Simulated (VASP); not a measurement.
# BrH in VASP: notebook

BrH is run at these levels: HSE06+D3(BJ), PBE+D3(BJ); tasks: single point, relaxation of the atoms.

Program: VASP 6.6.1. These are calculated values, not measurements. Logs are shortened: lines on timing, memory, paths and dates and some standing lists are left out, and cuts for length are marked.

### Step 1. The cell of the first run

The cell holds a molecule in a box, 2 atoms: a = 11.702 Å, b = 12.202 Å, c = 12.702 Å, α = 90.00°, β = 90.00°, γ = 90.00°.

### Step 2. Single point, HSE06+D3(BJ)

Contents of POSCAR:

```
HBr
1.0
   11.7015812861      0.0000000000      0.0000000000
    0.0000000000     12.2015812861      0.0000000000
    0.0000000000      0.0000000000     12.7015812861
Br H
1 1
Direct
    0.5332239300      0.5206789100      0.4517164100
    0.4770437700      0.4930923800      0.5482870400
```

Contents of INCAR.step1:

```
SYSTEM = HBr
PREC = Accurate
ENCUT = 400
EDIFF = 1E-5
ISMEAR = 0
SIGMA = 0.005
LREAL = .False.
LASPH = .True.
NELM = 120
ALGO = Normal
ISIF = 2
LWAVE = .True.
LCHARG = .False.
GGA = PE
NBANDS = 11
GGA_COMPAT = .False.
NELMDL = -8
```

Contents of INCAR.step2:

```
SYSTEM = HBr
PREC = Accurate
ENCUT = 400
EDIFF = 1E-6
ISMEAR = 0
SIGMA = 0.005
LREAL = .False.
LASPH = .True.
NELM = 120
ALGO = Normal
ISIF = 2
LWAVE = .False.
LCHARG = .False.
GGA = PE
LHFCALC = .True.
HFSCREEN = 0.2079
PRECFOCK = Normal
IVDW = 12
VDW_S6 = 1.0
VDW_S8 = 2.31
VDW_A1 = 0.383
VDW_A2 = 5.685
ISTART = 1
NBANDS = 11
GGA_COMPAT = .False.
```

Contents of KPOINTS:

```
Automatic mesh
0
Gamma
  1 1 1
  0 0 0
```

Potentials or basis: VASP PAW PBE potentials, release 64 (Br, H).

Launch:

```bash
cat potpaw_PBE.64/Br/POTCAR potpaw_PBE.64/H/POTCAR > POTCAR
cp INCAR.step1 INCAR
mpirun -np 1 vasp_gam > vasp.out
cp INCAR.step2 INCAR
mpirun -np 1 vasp_gam > vasp.out
```

OUTCAR:

```text
SYSTEM = HBr
   PREC = Accurate
   ENCUT = 400
   EDIFF = 1E-6
   ISMEAR = 0
   LREAL = .False.
   LASPH = .True.
   NELM = 120
   ISIF = 2
   GGA = PE
   LHFCALC = .True.
   HFSCREEN = 0.2079
   PRECFOCK = Normal
   IVDW = 12
   ISTART = 1
 IVDW          = 12

 ion  position               nearest neighbor table
   1  0.533  0.521  0.452-   2 1.43
   2  0.477  0.493  0.548-   1 1.43

  LATTYP: Found a simple orthorhombic cell.
 ALAT       =    11.7015812861
 B/A-ratio  =     1.0427292678
 C/A-ratio  =     1.0854585355

  Lattice vectors:

 A1 = (  11.7015812861,   0.0000000000,   0.0000000000)
 A2 = (   0.0000000000,  12.2015812861,   0.0000000000)
 A3 = (   0.0000000000,   0.0000000000,  12.7015812861)

Analysis of symmetry for initial positions (statically):
=====================================================================
 Subroutine PRICEL returns:
 Original cell was already a primitive cell.

 Routine SETGRP: Setting up the symmetry group for a
 simple orthorhombic supercell.

 Subroutine GETGRP returns: Found  1 space group operations
 (whereof  1 operations were pure point group operations)
 out of a pool of  8 trial point group operations.

The static configuration has the point symmetry C_1 .

Analysis of symmetry for dynamics (positions and initial velocities):
=====================================================================
 Subroutine PRICEL returns:
 Original cell was already a primitive cell.

 Routine SETGRP: Setting up the symmetry group for a
 simple orthorhombic supercell.

 Subroutine GETGRP returns: Found  1 space group operations
 (whereof  1 operations were pure point group operations)
 out of a pool of  8 trial point group operations.

The dynamic configuration has the point symmetry C_1 .

 Subroutine INISYM returns: Found  1 space group operations
 (whereof  1 operations are pure point group operations),
 and found     1 'primitive' translations

----------------------------------------------------------------------------------------

                                     Primitive cell

  volume of cell :    1813.5038

  direct lattice vectors                    reciprocal lattice vectors
    11.701581286  0.000000000  0.000000000     0.085458536  0.000000000  0.000000000
[... 67 lines left out ...]
   NFREE  =      0    steps in history (QN), initial steepest desc. (CG)
   ISIF   =      2    stress and relaxation
   ISYM   =      3    0-nonsym 1-usesym 2-fastsym
   POTIM  = 0.5000    time-step for ionic-motion
   TEBEG  =    0.0;   TEEND  =   0.0 temperature during run
   PSTRESS=    0.0 pullay stress
   NELECT =       8.0000    total number of electrons
   NUPDOWN=      -1.0000    fix difference up-down
   EMIN   =  10.00;   EMAX   =-10.00  energy-range for DOS
   EFERMI =   0.00;   METHOD = LEGACY
   ISMEAR =     0;   SIGMA  =   0.01  broadening in eV -4-tet -1-fermi 0-gaus
   EFERMI_NEDOS =   21; number of points for ismear=-14 and -15
   IALGO  =     38    algorithm
   IMIX   =      1    mixing-type and parameters
     AMIX     =   0.40;   BMIX     =  1.00
     AMIX_MAG =   1.60;   BMIX_MAG =  1.00
  volume/ion in A,a.u.               =     906.75      6119.06
  Fermi-wavevector in a.u.,A,eV,Ry     =   0.268492  0.507377  0.980819  0.072088
  Thomas-Fermi vector in A             =   1.104892
   LORBIT       =      0    0 simple, 1 ext, 2 COOP (PROOUT), +10 PAW based schemes
   GGA     = PE    functional components
   LHFCALC =     T    Hartree Fock is set to
   PRECFOCK=normal    Normal, Fast or Accurate (Low or Medium for compatibility)
   ENCUT4O =  -1.0   cutoff for four orbital integrals eV
   NKREDX  =     1    reduce k-point grid by
   NKREDY  =     1    reduce k-point grid by
   NKREDZ  =     1    reduce k-point grid by
   AEXX    =    0.2500 exact exchange contribution
   HFSCREEN=    0.2079 screening length (either q_TF or 0.3 A-1)
   HFSCREENC=   0.2079 screening length for correlation (either q_TF or 0.3 A-1)
   ENCUTFOCK=  -1.0 apply spherical cutoff to Coloumb kernel
   IVDW    =    12    specifies the selected vdW correction
   LEPSILON=     F    determine dielectric tensor
   LRPA    =     F    only Hartree local field effects (RPA)
 non-spin polarized calculation
 Gauss-broadening in eV      SIGMA  =   0.01
  energy-cutoff  :      400.00
  volume of cell :     1813.50
 maximum number of plane-waves:     16463
 NGX is ok and might be reduce to    80
  NGX = 60; NGY = 60; NGZ = 64

 number of electron       7.9999998 magnetization

 Free energy of the ion-electron system (eV)
  ---------------------------------------------------
  ext. energy  EPLUGINS =         0.00000000
  ---------------------------------------------------
  free energy    TOTEN  =        -6.65665397 eV

  energy without entropy =       -6.65665397  energy(sigma->0) =       -6.65665397

 E-fermi :  -8.1683     XC(G=0):  -0.4274

 val. band max:       -8.2297758710   @ k =   0.0000   0.0000   0.0000
 cond. band min:      -0.9722995449   @ k =   0.0000   0.0000   0.0000
 fundamental gap:      7.2574763262
 Fermi energy:        -8.1682949212

 k-point     1 :       0.0000    0.0000    0.0000
  band No.  band energies     occupation
      1     -22.2813      2.00000
      2     -11.9495      2.00000
      3      -8.2301      2.00000
      4      -8.2298      2.00000
      5      -0.9723      0.00000
      6       0.0697      0.00000
      7       0.6875      0.00000
      8       0.7496      0.00000
      9       0.8135      0.00000
     10       0.8819      0.00000
     11       0.9596      0.00000

------------------------ aborting loop because EDIFF is reached ----------------------------------------

 Edisp (eV)   -0.00640

 E8    (eV) :    -0.0033

  FORCE on cell =-STRESS in cart. coord.  units (eV):
  Direction    XX          YY          ZZ          XY          YZ          ZX
  --------------------------------------------------------------------------------------
  -------------------------------------------------------------------------------------
  Total      -0.16696    -0.09211    -0.40947    -0.05000     0.09371     0.18278
  in kB      -0.14751    -0.08138    -0.36175    -0.04418     0.08279     0.16148
  external pressure =       -0.20 kB  Pullay stress =        0.00 kB

 VOLUME and BASIS-vectors are now :
 -----------------------------------------------------------------------------
  energy-cutoff  :      400.00
  volume of cell :     1813.50
      direct lattice vectors                 reciprocal lattice vectors
    11.701581286  0.000000000  0.000000000     0.085458536  0.000000000  0.000000000
     0.000000000 12.201581286  0.000000000     0.000000000  0.081956590  0.000000000
     0.000000000  0.000000000 12.701581286     0.000000000  0.000000000  0.078730355

 POSITION                                       TOTAL-FORCE (eV/Angst)
 -----------------------------------------------------------------------------------
      6.23956      6.35311      5.73751        -0.151483     -0.077523      0.283712
      5.58217      6.01651      6.96411         0.151483      0.077523     -0.283712
 -----------------------------------------------------------------------------------
    total drift:                               -0.000134      0.000167     -0.000009

  FREE ENERGIE OF THE ION-ELECTRON SYSTEM (eV)
  ---------------------------------------------------
  free  energy   TOTEN  =        -6.6630582911 eV

  energy  without entropy=       -6.6630582911  energy(sigma->0) =       -6.66305829
```

OUTCAR.step1:

```text
SYSTEM = HBr
   PREC = Accurate
   ENCUT = 400
   EDIFF = 1E-5
   ISMEAR = 0
   LREAL = .False.
   LASPH = .True.
[... 213 lines left out ...]
      6.23956      6.35311      5.73751         0.008598      0.004505     -0.015096
      5.58217      6.01651      6.96411        -0.008598     -0.004505      0.015096
 -----------------------------------------------------------------------------------
    total drift:                               -0.000204      0.000157      0.000003

  FREE ENERGIE OF THE ION-ELECTRON SYSTEM (eV)
  ---------------------------------------------------
  free  energy   TOTEN  =        -5.3837597439 eV

  energy  without entropy=       -5.3837597439  energy(sigma->0) =       -5.38375974
```

OSZICAR.step1:

```text
N       E                     dE             d eps       ncg     rms          rms(c)
DAV:   1     0.565507578134E+02    0.56551E+02   -0.13841E+03    30   0.297E+02
DAV:   2     0.142383477694E+02   -0.42312E+02   -0.41994E+02    22   0.566E+01
DAV:   3    -0.486659455248E+01   -0.19105E+02   -0.19073E+02    36   0.424E+01
[... 14 lines left out ...]
DAV:  18    -0.538355676913E+01   -0.10905E-03   -0.79177E-06    36   0.985E-03    0.285E-03
DAV:  19    -0.538371083887E+01   -0.15407E-03   -0.12252E-05    22   0.123E-02    0.142E-03
DAV:  20    -0.538372934743E+01   -0.18509E-04   -0.45669E-07    33   0.272E-03    0.777E-04
DAV:  21    -0.538375363957E+01   -0.24292E-04   -0.73212E-07    22   0.304E-03    0.832E-04
DAV:  22    -0.538375974392E+01   -0.61044E-05   -0.18863E-07    36   0.150E-03
   1 F= -.53837597E+01 E0= -.53837597E+01  d E =-.373074E-37
```

It took 9.9 min on 1 thread of Intel Xeon 8259CL, shared host; peak memory 1 GiB.

What came out:

| Quantity | Value |
| --- | --- |
| Free energy | -6.6631 eV |
| Largest force | 0.331 eV/Å |
| Gap between the frontier levels | 7.26 eV |
| Dispersion energy per atom | -0.003 eV |

Forces in eV/Å, atoms in the order of the input:
```
Br  -0.151 -0.078  0.284
H    0.151  0.078 -0.284
```

Levels at points of the mesh, in eV from the valence-band top:
```csv
k point,band 1,band 2,band 3,band 4,band 5,band 6,band 7,band 8
"(0.00, 0.00, 0.00)",-14.05,-3.72,0.00,0.00,7.26,8.30,8.92,8.98
```

Caveat: the PAW data sets were made with another functional, which shifts forces and pressure a little.

### Step 3. Relaxation of the atoms, PBE+D3(BJ)

Contents of INCAR:

```
ALGO     = Normal         # electronic algorithm
EDIFF    = 1E-7           # SCF threshold, eV
EDIFFG   = -0.03          # ionic threshold
ENCUT    = 450            # plane-wave cutoff, eV
GGA      = PE             # functional
GGA_COMPAT= False        
IBRION   = 2              # ionic algorithm
ISIF     = 2              # what is computed and relaxed
ISMEAR   = 0              # smearing method
IVDW     = 12             # dispersion correction
LASPH    = True           # aspherical terms in the spheres
LCHARG   = False          # write CHGCAR
LREAL    = False          # projectors in reciprocal space
LWAVE    = False          # write WAVECAR
NELM     = 120            # most SCF steps
NELMDL   = -8           
NELMIN   = 4            
NSW      = 100            # ionic steps
PREC     = Accurate       # precision mode
SIGMA    = 0.005          # smearing width, eV
```

Contents of KPOINTS:

```
k-points
0
Gamma
  1 1 1
```

Contents of POSCAR:

```
HBr
1.0
   11.7015812861      0.0000000000      0.0000000000
    0.0000000000     12.2015812861      0.0000000000
    0.0000000000      0.0000000000     12.7015812861
Br H
1 1
Direct
    0.5313055700      0.5197368500      0.4550112300
    0.4789621300      0.4940344400      0.5449922200
```

Potentials or basis: VASP PAW PBE potentials, release 64 (Br, H).

Launch:

```bash
cat potpaw_PBE.64/Br/POTCAR potpaw_PBE.64/H/POTCAR > POTCAR
mpirun -np 1 vasp_gam > vasp.out
```

OUTCAR:

```text
EDIFF = 1E-7
   EDIFFG = -0.03
   ENCUT = 450
   GGA = PE
   IBRION = 2
   ISIF = 2
   ISMEAR = 0
   IVDW = 12
   LASPH = True
   LREAL = False
   NELM = 120
   NELMDL = -8
   NELMIN = 4
   NSW = 100
   PREC = Accurate
 IVDW          = 12

 ion  position               nearest neighbor table
   1  0.531  0.520  0.455-   2 1.33
   2  0.479  0.494  0.545-   1 1.33

  LATTYP: Found a simple orthorhombic cell.
 ALAT       =    11.7015812861
 B/A-ratio  =     1.0427292678
 C/A-ratio  =     1.0854585355

  Lattice vectors:

 A1 = (  11.7015812861,   0.0000000000,   0.0000000000)
 A2 = (   0.0000000000,  12.2015812861,   0.0000000000)
 A3 = (   0.0000000000,   0.0000000000,  12.7015812861)

Analysis of symmetry for initial positions (statically):
=====================================================================
 Subroutine PRICEL returns:
 Original cell was already a primitive cell.

 Routine SETGRP: Setting up the symmetry group for a
 simple orthorhombic supercell.

 Subroutine GETGRP returns: Found  1 space group operations
 (whereof  1 operations were pure point group operations)
 out of a pool of  8 trial point group operations.

The static configuration has the point symmetry C_1 .

Analysis of symmetry for dynamics (positions and initial velocities):
=====================================================================
 Subroutine PRICEL returns:
[... 113 lines left out ...]
   IVDW    =    12    specifies the selected vdW correction
   LEPSILON=     F    determine dielectric tensor
   LRPA    =     F    only Hartree local field effects (RPA)
 conjugate gradient relaxation of ions
 non-spin polarized calculation
 Gauss-broadening in eV      SIGMA  =   0.01
  energy-cutoff  :      450.00
  volume of cell :     1813.50
 maximum number of plane-waves:     19645
 NGX is ok and might be reduce to    84
   NGX = 41   NGY = 43   NGZ = 43

--------------------------------------- Ionic step        1  -------------------------------------------

 number of electron       8.0000001 magnetization

 Free energy of the ion-electron system (eV)
  ---------------------------------------------------
  ext. energy  EPLUGINS =         0.00000000
  ---------------------------------------------------
  free energy    TOTEN  =        -5.24948867 eV

  energy without entropy =       -5.24948867  energy(sigma->0) =       -5.24948867

------------------------ aborting loop because EDIFF is reached ----------------------------------------

 Edisp (eV)   -0.01041

 E8    (eV) :    -0.0034
[... 111 lines left out ...]
--------------------------------------- Ionic step        4  -------------------------------------------

 number of electron       7.9999999 magnetization

 Free energy of the ion-electron system (eV)
  ---------------------------------------------------
  ext. energy  EPLUGINS =         0.00000000
  ---------------------------------------------------
  free energy    TOTEN  =        -5.38572246 eV

  energy without entropy =       -5.38572246  energy(sigma->0) =       -5.38572246

 E-fermi :  -7.2696     XC(G=0):  -0.4542

 val. band max:       -7.3042445130   @ k =   0.0000   0.0000   0.0000
 cond. band min:      -1.4073654871   @ k =   0.0000   0.0000   0.0000
 fundamental gap:      5.8968790259
 Fermi energy:        -7.2695877218

 k-point     1 :       0.0000    0.0000    0.0000
  band No.  band energies     occupation
      1     -20.3670      2.00000
      2     -10.9632      2.00000
      3      -7.3045      2.00000
      4      -7.3042      2.00000
      5      -1.4074      0.00000
      6      -0.0628      0.00000
      7       0.6443      0.00000
      8       0.6928      0.00000
[... 31 lines left out ...]
  FREE ENERGIE OF THE ION-ELECTRON SYSTEM (eV)
  ---------------------------------------------------
  free  energy   TOTEN  =        -5.3961271219 eV

  energy  without entropy=       -5.3961271219  energy(sigma->0) =       -5.39612712

 reached required accuracy - stopping structural energy minimisation
```

OSZICAR:

```text
N       E                     dE             d eps       ncg     rms          rms(c)
DAV:   1     0.704599366824E+02    0.70460E+02   -0.12864E+03    16   0.414E+02
DAV:   2     0.201409061481E+02   -0.50319E+02   -0.50319E+02    32   0.536E+01
DAV:   3    -0.451164070836E+01   -0.24653E+02   -0.24653E+02    24   0.630E+01
[... 67 lines left out ...]
DAV:   2    -0.538572256742E+01   -0.56860E-05   -0.68038E-05    32   0.649E-02    0.771E-03
DAV:   3    -0.538572204639E+01    0.52103E-06   -0.16836E-06    32   0.858E-03    0.475E-03
DAV:   4    -0.538572230827E+01   -0.26188E-06   -0.85924E-07    32   0.627E-03    0.152E-03
DAV:   5    -0.538572244853E+01   -0.14026E-06   -0.54908E-08    24   0.169E-03    0.142E-03
DAV:   6    -0.538572246438E+01   -0.15850E-07    0.82030E-10    32   0.304E-04
   4 F= -.53961271E+01 E0= -.53961271E+01  d E =-.136225E+00
```

CONTCAR:

```text
HBr
   1.00000000000000
    11.7015812860999997    0.0000000000000000    0.0000000000000000
     0.0000000000000000   12.2015812860999997    0.0000000000000000
     0.0000000000000000    0.0000000000000000   12.7015812860999997
  Br              H
     1     1
Direct
     0.5332363128768117    0.5206849671275546    0.4516931244683404
     0.4770313871231884    0.4930863228724466    0.5483103255316537

  0.00000000E+00  0.00000000E+00  0.00000000E+00
  0.00000000E+00  0.00000000E+00  0.00000000E+00
```

Run time: 9.9 min. Hardware: 1 thread of Intel Xeon 8259CL, shared host; peak memory 1.2 GiB.

Results:

* Free energy: -5.3961 eV
* Energy gained by relaxing: 68.1 meV/atom
* Ionic steps: 4
* Largest force after relaxing: 0.010 eV/Å
* Gap between the frontier levels: 5.90 eV
* Dispersion energy per atom: -0.005 eV

Forces on the atoms (eV/Å):
```
Br  -0.004 -0.002  0.009
H    0.004  0.002 -0.009
```

The path:
| step | energy change (eV) | largest force (eV/Å) | pressure (GPa) |
| --- | --- | --- | --- |
| 1 | 0.0000 | 3.0197 | 0.11 |
| 2 | 0.1935 | 2.9045 | -0.14 |
| 3 | -0.1362 | 0.0583 | -0.01 |
| 4 | -0.1362 | 0.0104 | 0.00 |

Final structure:
```cif
data_structure
_symmetry_space_group_name_H-M 'P 1'
_symmetry_Int_Tables_number 1
_cell_length_a 11.7016
_cell_length_b 12.2016
_cell_length_c 12.7016
_cell_angle_alpha 90.000
_cell_angle_beta 90.000
_cell_angle_gamma 90.000
_cell_volume 1813.50
loop_
_atom_site_label
_atom_site_type_symbol
_atom_site_fract_x
_atom_site_fract_y
_atom_site_fract_z
_atom_site_occupancy
Br1 Br 0.53324 0.52068 0.45169 1
H1 H 0.47703 0.49309 0.54831 1
```

Levels at points of the mesh, in eV from the valence-band top:
```csv
k point,band 2,band 3,band 4,band 5,band 6,band 7
"(0.00, 0.00, 0.00)",-3.66,0.00,0.00,5.90,7.24,7.95
```
